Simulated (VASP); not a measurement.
# Li (a cell with a defect) in VASP: single point with PBE

Aim: the single point of Li (a cell with a defect) with PBE.

All numbers are computed with VASP 6.6.1; they aren't measurements. Logs are shortened: lines on timing, memory, paths and dates and some standing lists are left out, and cuts for length are marked.

## (1) The cell of the first run

The cell holds a defect, 17 atoms: a = 6.980 Å, b = 6.980 Å, c = 6.980 Å, α = 90.00°, β = 90.00°, γ = 90.00°.

## (2) Single point, PBE

INCAR

```
SYSTEM = Li
PREC = Accurate ; ENCUT = 520
EDIFF = 1E-7 ; ISMEAR = -1
SIGMA = 0.05 ; LREAL = Auto
LASPH = .True. ; NELM = 100
ALGO = Normal ; ISIF = 2
LWAVE = .False. ; LCHARG = .True.
GGA = PE ; LELF = .True.
LVHAR = .True. ; NBANDS = 40
```

KPOINTS

```
regular mesh
0
Gamma
  3 3 3
  0 0 0
```

POSCAR

```
Li
1.0
    6.9800000000      0.0000000000      0.0000000000
    0.0000000000      6.9800000000      0.0000000000
    0.0000000000      0.0000000000      6.9800000000
Li
17
Direct
    0.0567588825      0.0032457020     -0.0417005731
    0.4906793696     -0.0516448424     -0.0366340974
    0.0002736390      0.4488962751      0.0095085960
    0.0142936963     -0.0093183381      0.4952391117
    0.2781568768      0.2303961318      0.2422402579
    0.5110832378      0.4835306590     -0.0058081662
    0.5129511461     -0.0240565903      0.4887382521
    0.6514008596      0.3670998567      0.3759722063
    0.0197481375      0.4625906877      0.4882223496
    0.2450697708      0.7328653295      0.2329869628
    0.2907164756      0.2450193410      0.7257567335
    0.4491763610      0.5847676218      0.5533461318
    0.7803210602      0.7282616046      0.2336282235
    0.7518157593      0.2324207736      0.7453492837
    0.1996616046      0.7151308023      0.7749359599
    0.7774495702      0.7306379656      0.7497700573
    0.7842378223      0.1229454155      0.1634945559
```

Potentials or basis: VASP PAW PBE potentials, release 64 (Li_sv).

Started as:

```bash
cat potpaw_PBE.64/Li_sv/POTCAR > POTCAR
mpirun -np 1 vasp_std > vasp.out
```

OUTCAR:

```text
SYSTEM = Li
   PREC = Accurate
   ENCUT = 520
   EDIFF = 1E-7
   ISMEAR = -1
   LREAL = Auto
   LASPH = .True.
   NELM = 100
   ISIF = 2
   GGA = PE

 ion  position               nearest neighbor table
   1  0.057  0.003  0.958-  17 2.52  15 2.58
   2  0.491  0.948  0.963-
   3  0.000  0.449  0.010-
   4  0.014  0.991  0.495-
   5  0.278  0.230  0.242-
   6  0.511  0.484  0.994-
   7  0.513  0.976  0.489-
   8  0.651  0.367  0.376-  12 2.42  17 2.44
   9  0.020  0.463  0.488-
  10  0.245  0.733  0.233-
  11  0.291  0.245  0.726-
  12  0.449  0.585  0.553-   8 2.42  15 2.50
  13  0.780  0.728  0.234-
  14  0.752  0.232  0.745-
  15  0.200  0.715  0.775-  12 2.50   1 2.58
  16  0.777  0.731  0.750-
  17  0.784  0.123  0.163-   8 2.44   1 2.52

  LATTYP: Found a simple cubic cell.
 ALAT       =     6.9800000000

  Lattice vectors:

 A1 = (   6.9800000000,   0.0000000000,   0.0000000000)
 A2 = (   0.0000000000,   6.9800000000,   0.0000000000)
 A3 = (   0.0000000000,   0.0000000000,   6.9800000000)

Analysis of symmetry for initial positions (statically):
=====================================================================
 Subroutine PRICEL returns:
 Original cell was already a primitive cell.

 Routine SETGRP: Setting up the symmetry group for a
 simple cubic supercell.

 Subroutine GETGRP returns: Found  1 space group operations
 (whereof  1 operations were pure point group operations)
 out of a pool of 48 trial point group operations.

The static configuration has the point symmetry C_1 .

Analysis of symmetry for dynamics (positions and initial velocities):
=====================================================================
 Subroutine PRICEL returns:
 Original cell was already a primitive cell.

 Routine SETGRP: Setting up the symmetry group for a
 simple cubic supercell.

 Subroutine GETGRP returns: Found  1 space group operations
 (whereof  1 operations were pure point group operations)
 out of a pool of 48 trial point group operations.

The dynamic configuration has the point symmetry C_1 .

 Subroutine INISYM returns: Found  1 space group operations
 (whereof  1 operations are pure point group operations),
 and found     1 'primitive' translations

----------------------------------------------------------------------------------------

                                     Primitive cell

  volume of cell :     340.0684

  direct lattice vectors                    reciprocal lattice vectors
     6.980000000  0.000000000  0.000000000     0.143266476  0.000000000  0.000000000
     0.000000000  6.980000000  0.000000000     0.000000000  0.143266476  0.000000000
     0.000000000  0.000000000  6.980000000     0.000000000  0.000000000  0.143266476

  length of vectors
     6.980000000  6.980000000  6.980000000     0.143266476  0.143266476  0.143266476

  position of ions in fractional coordinates (direct lattice)
     0.056758882  0.003245702  0.958299427
     0.490679370  0.948355158  0.963365903
     0.000273639  0.448896275  0.009508596
     0.014293696  0.990681662  0.495239112
     0.278156877  0.230396132  0.242240258
     0.511083238  0.483530659  0.994191834
[... 9 lines left out ...]
     0.777449570  0.730637966  0.749770057
     0.784237822  0.122945415  0.163494556

  ion indices of the primitive-cell ions
   primitive index   ion index
                 1           1
                 2           2
                 3           3
                 4           4
                 5           5
                 6           6
[... 9 lines left out ...]
                16          16
                17          17

----------------------------------------------------------------------------------------

 KPOINTS: regular mesh

Automatic generation of k-mesh.
 Grid dimensions read from file:
 generate k-points for:    3    3    3

 Generating k-lattice:

  Cartesian coordinates                     Fractional coordinates (reciprocal lattice)
     0.047755492  0.000000000  0.000000000     0.333333333  0.000000000  0.000000000
     0.000000000  0.047755492  0.000000000     0.000000000  0.333333333  0.000000000
     0.000000000  0.000000000  0.047755492     0.000000000  0.000000000  0.333333333

  Length of vectors
     0.047755492  0.047755492  0.047755492

  Shift w.r.t. Gamma in fractional coordinates (k-lattice)
     0.000000000  0.000000000  0.000000000

 Subroutine IBZKPT returns following result:
 ===========================================

 Found     14 irreducible k-points:

 Following reciprocal coordinates:
            Coordinates               Weight
  0.000000  0.000000  0.000000      1.000000
  0.333333  0.000000  0.000000      2.000000
  0.000000  0.333333  0.000000      2.000000
  0.000000  0.000000  0.333333      2.000000
  0.333333  0.333333  0.000000      2.000000
  0.000000  0.333333  0.333333      2.000000
  0.333333  0.000000  0.333333      2.000000
 -0.333333  0.333333  0.000000      2.000000
 -0.333333  0.000000  0.333333      2.000000
  0.000000 -0.333333  0.333333      2.000000
  0.333333  0.333333  0.333333      2.000000
 -0.333333  0.333333  0.333333      2.000000
 -0.333333 -0.333333  0.333333      2.000000
  0.333333 -0.333333  0.333333      2.000000
   k-points           NKPTS =     14   k-points in BZ     NKDIM =     14   number of bands    NBANDS=     40
   number of dos      NEDOS =    301   number of ions     NIONS =     17
   total plane-waves  NPLWV = 157464
   dimension x,y,z NGX =    54 NGY =   54 NGZ =   54
   dimension x,y,z NGXF=   108 NGYF=  108 NGZF=  108
   ions per type =              17
   NGX,Y,Z   is equivalent  to a cutoff of  12.86, 12.86, 12.86 a.u.
   NGXF,Y,Z  is equivalent  to a cutoff of  25.72, 25.72, 25.72 a.u.
 SYSTEM =  Li
   PREC   = accura    normal or accurate (medium, high low for compatibility)
   ISTART =      0    job   : 0-new  1-cont  2-samecut
   ICHARG =      2    charge: 1-file 2-atom 10-const
   ISPIN  =      1    spin polarized calculation?
   LNONCOLLINEAR =      F non collinear calculations
   LSORBIT =      F    spin-orbit coupling
   LASPH  =      T    aspherical Exc in radial PAW
   ENCUT  =  520.0 eV  38.22 Ry    6.18 a.u.  12.98 12.98 12.98*2*pi/ulx,y,z
   NELM   =    100;   NELMIN=  2; NELMDL= -5     # of ELM steps
   EDIFF  = 0.1E-06   stopping-criterion for ELM
   LREAL  =      T    real-space projection
   EDIFFG = 0.1E-05   stopping-criterion for IOM
   NSW    =      0    number of steps for IOM
   IBRION =     -1    ionic relax: 0-MD 1-quasi-New 2-CG
   NFREE  =      0    steps in history (QN), initial steepest desc. (CG)
   ISIF   =      2    stress and relaxation
   ISYM   =      2    0-nonsym 1-usesym 2-fastsym
   POTIM  = 0.5000    time-step for ionic-motion
   TEBEG  =    0.0;   TEEND  =   0.0 temperature during run
   PSTRESS=    0.0 pullay stress
   NELECT =      51.0000    total number of electrons
   NUPDOWN=      -1.0000    fix difference up-down
   EMIN   =  10.00;   EMAX   =-10.00  energy-range for DOS
   EFERMI =   0.00;   METHOD = LEGACY
   ISMEAR =    -1;   SIGMA  =   0.05  broadening in eV -4-tet -1-fermi 0-gaus
   EFERMI_NEDOS =   21; number of points for ismear=-14 and -15
   IALGO  =     38    algorithm
   IMIX   =      4    mixing-type and parameters
     AMIX     =   0.40;   BMIX     =  1.00
     AMIX_MAG =   1.60;   BMIX_MAG =  1.00
  volume/ion in A,a.u.               =      20.00       134.99
  Fermi-wavevector in a.u.,A,eV,Ry     =   0.869780  1.643646 10.293044  0.756517
  Thomas-Fermi vector in A             =   1.988651
   LORBIT       =      0    0 simple, 1 ext, 2 COOP (PROOUT), +10 PAW based schemes
   GGA     = PE    functional components
   LHFCALC =     F    Hartree Fock is set to
   AEXX    =    0.0000 exact exchange contribution
   IVDW    =     0    specifies the selected vdW correction
   LEPSILON=     F    determine dielectric tensor
   LRPA    =     F    only Hartree local field effects (RPA)
 non-spin polarized calculation
  energy-cutoff  :      520.00
  volume of cell :      340.07
 maximum number of plane-waves:      9180
 NGX is ok and might be reduce to    54
   NGX = 25   NGY = 25   NGZ = 25

 number of electron      51.0000004 magnetization

 Free energy of the ion-electron system (eV)
  ---------------------------------------------------
  ext. energy  EPLUGINS =         0.00000000
  ---------------------------------------------------
  free energy    TOTEN  =       -31.77841683 eV

  energy without entropy =      -31.72161275  energy(sigma->0) =      -31.75001479

 E-fermi :   0.5958     XC(G=0):  -7.0716

 val. band max:        0.5452956568   @ k =  -0.3333   0.0000   0.3333
 cond. band min:       0.6070497651   @ k =   0.3333   0.0000   0.3333
 fundamental gap:      0.0617541083
 Fermi energy:         0.5958014372

 k-point     1 :       0.0000    0.0000    0.0000
  band No.  band energies     occupation
      1     -46.0057      2.00000
      2     -45.9626      2.00000
      3     -45.9511      2.00000
      4     -45.9373      2.00000
      5     -45.9144      2.00000
      6     -45.9085      2.00000
[... 29 lines left out ...]
     36       3.6776      0.00000
     37       3.7354      0.00000

 k-point     2 :       0.3333    0.0000    0.0000
  band No.  band energies     occupation
      1     -46.0056      2.00000
      2     -45.9630      2.00000
      3     -45.9508      2.00000
      4     -45.9373      2.00000
      5     -45.9144      2.00000
      6     -45.9085      2.00000
[... 29 lines left out ...]
     36       3.7468      0.00000
     37       3.8260      0.00000

 k-point     3 :       0.0000    0.3333    0.0000
  band No.  band energies     occupation
      1     -46.0055      2.00000
      2     -45.9632      2.00000
      3     -45.9508      2.00000
      4     -45.9373      2.00000
      5     -45.9143      2.00000
      6     -45.9087      2.00000
[... 29 lines left out ...]
     36       3.7095      0.00000
     37       3.8624      0.00000

 k-point     4 :       0.0000    0.0000    0.3333
  band No.  band energies     occupation
      1     -46.0056      2.00000
      2     -45.9630      2.00000
      3     -45.9508      2.00000
      4     -45.9374      2.00000
      5     -45.9146      2.00000
      6     -45.9084      2.00000
[... 29 lines left out ...]
     36       3.7095      0.00000
     37       3.7521      0.00000
[... 282 lines left out ...]
  band No.  band energies     occupation
      1     -46.0054      2.00000
      2     -45.9630      2.00000
      3     -45.9511      2.00000
      4     -45.9374      2.00000
      5     -45.9144      2.00000
      6     -45.9087      2.00000
[... 29 lines left out ...]
     36       3.8253      0.00000
     37       3.9256      0.00000

 k-point    13 :      -0.3333   -0.3333    0.3333
  band No.  band energies     occupation
      1     -46.0053      2.00000
      2     -45.9630      2.00000
      3     -45.9511      2.00000
      4     -45.9374      2.00000
      5     -45.9144      2.00000
      6     -45.9087      2.00000
[... 29 lines left out ...]
     36       3.6622      0.00000
     37       3.8994      0.00000

 k-point    14 :       0.3333   -0.3333    0.3333
  band No.  band energies     occupation
      1     -46.0053      2.00000
      2     -45.9631      2.00000
      3     -45.9510      2.00000
      4     -45.9374      2.00000
      5     -45.9144      2.00000
      6     -45.9087      2.00000
[... 29 lines left out ...]
     36       3.5297      0.00000
     37       4.0114      0.00000
 [bands above 37 left out]

------------------------ aborting loop because EDIFF is reached ----------------------------------------

  FORCE on cell =-STRESS in cart. coord.  units (eV):
  Direction    XX          YY          ZZ          XY          YZ          ZX
  --------------------------------------------------------------------------------------
  -------------------------------------------------------------------------------------
  Total        0.5879729      0.8147871     -0.1143274     -0.5058189      0.5938112     -0.4515188
  in kB        2.7701395      3.8387377     -0.5386351     -2.3830840      2.7976454     -2.1272580
  external PRESSURE =       2.0234140 kB  Pullay stress =       0.0000000 kB

 VOLUME and BASIS-vectors are now :
 -----------------------------------------------------------------------------
  energy-cutoff  :      520.00
  volume of cell :      340.07
      direct lattice vectors                 reciprocal lattice vectors
     6.980000000  0.000000000  0.000000000     0.143266476  0.000000000  0.000000000
     0.000000000  6.980000000  0.000000000     0.000000000  0.143266476  0.000000000
     0.000000000  0.000000000  6.980000000     0.000000000  0.000000000  0.143266476

 POSITION                                       TOTAL-FORCE (eV/Angst)
 -----------------------------------------------------------------------------------
      0.39618      0.02265      6.68893        -0.005758     -0.004217     -0.003349
      3.42494      6.61952      6.72429         0.004275      0.005873     -0.003683
      0.00191      3.13330      0.06637        -0.005489     -0.001737      0.006044
      0.09977      6.91496      3.45677         0.009147     -0.000155      0.000946
      1.94154      1.60816      1.69084         0.002031     -0.003865     -0.000848
      3.56736      3.37504      6.93946         0.002760     -0.002004      0.000754
[... 9 lines left out ...]
      5.42660      5.09985      5.23339         0.005982     -0.007886     -0.009647
      5.47398      0.85816      1.14119        -0.016401      0.028260      0.028760
 -----------------------------------------------------------------------------------
    total drift:                                0.000629      0.001074      0.007385

  FREE ENERGIE OF THE ION-ELECTRON SYSTEM (eV)
  ---------------------------------------------------
  free  energy   TOTEN  =       -31.7784168303 eV

  energy  without entropy=      -31.7216127542  energy(sigma->0) =      -31.75001479
```

Run time: 3.1 min. Hardware: 1 thread of Intel Xeon 6975P-C (Granite Rapids), shared host; peak memory 0.4 GiB.

What came out:

```yaml
Free_energy: -31.7784 eV
Largest_force: 0.044 eV/Å
Band_gap_on_the_k_mesh: zero (an odd number of electrons rules out a gap without spin polarisation)
```

Forces on the atoms (eV/Å):
```
Li  -0.006 -0.004 -0.003
Li   0.004  0.006 -0.004
Li  -0.005 -0.002  0.006
Li   0.009  0.000  0.001
Li   0.002 -0.004 -0.001
Li   0.003 -0.002  0.001
Li   0.001  0.002  0.007
Li  -0.004 -0.032 -0.017
Li   0.012 -0.004 -0.011
Li  -0.002  0.008  0.001
Li  -0.004  0.003 -0.002
Li  -0.004  0.008  0.000
Li  -0.009  0.001  0.002
Li   0.008  0.007 -0.003
Li   0.005 -0.007  0.005
Li   0.006 -0.008 -0.010
Li  -0.016  0.028  0.029
```

Levels at points of the mesh, in eV from the Fermi level:
| k point | band 22 | band 23 | band 24 | band 25 | band 26 | band 27 | band 28 | band 29 |
| --- | --- | --- | --- | --- | --- | --- | --- | --- |
| (0.00, 0.00, 0.00) | -1.17 | -1.16 | -1.14 | 0.04 | 0.08 | 0.35 | 0.38 | 0.39 |

Caveat: the cutoff is under 1.25 times the usual one of these potentials, so pressure, stress and relaxed cells hold a basis-set (Pulay) error.

The gap in the log of VASP goes by the Fermi energy; the results here count the filled bands.